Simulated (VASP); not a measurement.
HfO2: single point with PBEsol

The system is HfO2.

```
CELL_PARAMETERS angstrom
0.00000 2.52207 2.52207
2.52207 0.00000 2.52207
2.52207 2.52207 0.00000
ATOMIC_POSITIONS crystal
Hf 0.00000 0.00000 0.00220
O 0.25000 0.25000 0.23771
O 0.75000 0.75000 0.73771
```

This cell differs from its parent crystal: mode 4 frozen in at -0.031 Å and mode 5 at -0.031 Å (largest displacements).

```json
{
  "Program": "VASP 6.6.1",
  "Task": "single point",
  "Functional": "PBEsol",
  "Potentials or basis": "VASP PAW PBE potentials, release 64 (Hf_pv, O)",
  "Cutoff": "520 eV",
  "k mesh": "8 × 8 × 8",
  "Occupations": "gaussian, width 0.05 eV",
  "Spin": "no spin polarisation"
}
```

The pressure is -3.5 GPa. The largest force is 0.287 eV/Å and the band gap on the k mesh is 3.71 eV, direct.

Forces on the atoms (eV/Å):
```
Hf  -0.203 -0.203  0.000
O    0.101  0.101  0.033
O    0.101  0.101 -0.033
```

Stress tensor (GPa, compression positive):
```
-3.46  0.27  0.00
 0.27 -3.46  0.00
 0.00  0.00 -3.46
```

Levels at points of the mesh, in eV from the valence-band top:
```csv
k point,band 7,band 8,band 9,band 10,band 11,band 12,band 13,band 14,band 15,band 16
"(0.00, 0.00, 0.00)",-5.50,-5.49,-0.67,-0.65,-0.64,3.82,3.86,5.75,10.57,10.58
"(0.50, 0.00, 0.00)",-4.45,-3.12,-2.81,-1.89,-1.89,4.58,4.59,7.09,8.88,9.51
"(0.00, 0.00, 0.50)",-4.45,-3.13,-2.81,-1.89,-1.89,4.58,4.58,7.03,8.96,9.52
"(0.50, 0.50, 0.00)",-3.56,-3.55,-1.61,-1.57,0.00,3.71,5.50,6.72,8.22,8.28
"(0.00, 0.50, 0.50)",-3.55,-3.55,-1.60,-1.57,-0.01,3.71,5.50,6.75,8.24,8.28
```

Run time: 53 s on 1 thread of Intel(R) Xeon(R) Platinum 8488C (Sapphire Rapids) (shared host), peak memory 0.19 GiB.

Caveat: the cell differs from its parent crystal (mode 4 frozen in at -0.031 Å and mode 5 at -0.031 Å (largest displacements)); the PAW data sets were made with another functional, which shifts forces and pressure a little; spin-orbit coupling is left out, which moves the levels of the heavy elements. A k mesh can miss the band edges.
